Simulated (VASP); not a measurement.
Set up this calculation in VASP 6.6.1, as the native input.

* Task: single point
* Functional: LDA
* Potentials or basis: VASP PAW LDA potentials, release 64 (Si, Cu)
* Cutoff: 520 eV
* k mesh: 2 × 2 × 2
* Occupations: fermi-dirac, width 0.02 eV
* Spin: collinear spin
* Starting moments: [0.0, 0.0, 0.0, 0.0, 0.0, 0.0, 0.0, 0.0, 0.0, 0.0, 0.0, 0.0, 0.0, 0.0, 0.0, 0.0, 1.0] μB
* Dipole correction: no
* Further INCAR settings: LREAL = Auto; ALGO = Normal; EDIFF = 1e-07; NBANDS = 56

The structure of CuSi16 (a cell with a defect) lies in POSCAR:

```
CuSi16
1.0
    0.0000000000      5.4300000000      5.4300000000
    5.4300000000      0.0000000000      5.4300000000
    5.4300000000      5.4300000000      0.0000000000
Si Cu
16 1
Direct
   -0.0699263352      0.0055616943     -0.0572375691
    0.1439134438      0.0531583794      0.1346132597
   -0.0139779006     -0.1858563536      0.5209576427
   -0.0342357274      0.1991160221      0.5744567219
    0.0068508287      0.4608287293      0.0698526703
    0.1914364641      0.6961694291     -0.0216022099
    0.1184346225      0.3423756906      0.7811418048
    0.2975138122      0.6282688766      0.6379742173
    0.4009668508      0.2408931860     -0.1073941068
    0.5282228361      0.2610589319      0.1217034991
    0.3551381215      0.2374769797      0.4961325967
    0.6358471455      0.2081123389      0.5660313076
    0.7331215470      0.5389042357     -0.2101749540
    0.6961325967      0.8240147330     -0.1046408840
    0.6022375691      0.5681860037      0.3255340700
    0.9000368324      0.5301289134      0.3845303867
    0.4242633517      0.6482965009      0.1128453039
```

One way to write it, as run:

INCAR

```
SYSTEM = CuSi16
  PREC = Accurate
  ENCUT = 520
  EDIFF = 1E-7
  ISMEAR = -1
  SIGMA = 0.02
  LREAL = Auto
  LASPH = .True.
  NELM = 150
  ALGO = Normal
  ISIF = 2
  LWAVE = .False.
  LCHARG = .False.
  ISPIN = 2
  MAGMOM = 0 0 0 0 0 0 0 0 0 0 0 0 0 0 0 0 1
  LORBIT = 11
  LMAXMIX = 4
  NBANDS = 56
```

KPOINTS

```
regular mesh
0
Gamma
  2 2 2
  0 0 0
```

Potentials or basis: VASP PAW LDA potentials, release 64 (Si, Cu).

Run with:

```bash
$ cat potpaw_LDA.64/Si/POTCAR potpaw_LDA.64/Cu/POTCAR > POTCAR
$ mpirun -np 1 vasp_std > vasp.out
```

It gave:

```json
{
  "Pressure": "-4.0 GPa",
  "Largest force": "3.030 eV/Å",
  "Net moment": "0.00 μB per cell",
  "Valence electrons inside the program's atomic spheres": "Si 1.61, 1.57, 1.55, 1.65, 1.64, 1.60, 1.66, 1.56, 1.63, 1.67 (each value once); Cu 10.06"
}
```

Caveat: the k points lie up to 0.50 Å⁻¹ apart; the atoms stand as in a frame of molecular dynamics.

Run time: 22 min on 1 thread of Oxide Virtual Turin-like Processor (shared host), peak memory 0.47 GiB.
